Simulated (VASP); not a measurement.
Runs of VASP 6.6.1 on V3Si (vib). The structure is that of space group Pm-3n (No. 223), or close to it. The cells are those of the table. 

| task | cell | smearing | gap on the mesh (eV) | pressure (GPa) | relaxed volume (Å³/atom) |
| --- | --- | --- | --- | --- | --- |
| single point | a = 4.605 Å, 8 atoms | gaussian 0.1 eV | none | 0.5 | - |
| relaxation of cell and atoms | relaxed from a = 4.603 Å, 8 atoms | gaussian 0.1 eV | none | 0.0 | 12.24 |
| single point | a = 4.609 Å, 8 atoms | fermi-dirac 0.15 eV | none | 0.6 | - |
| relaxation of cell and atoms | relaxed from a = 4.605 Å, 8 atoms | fermi-dirac 0.15 eV | none | 0.0 | (a) |

Alike in all rows: level LDA; potentials or basis VASP PAW LDA potentials, release 64 (V_sv, Si); no spin polarisation; k mesh 6 × 6 × 6; cutoff (eV) 500.

Q: Fill in the values left out.

A: (a) 12.27.

A gap of «none» marks levels without a gap at the run's occupations.
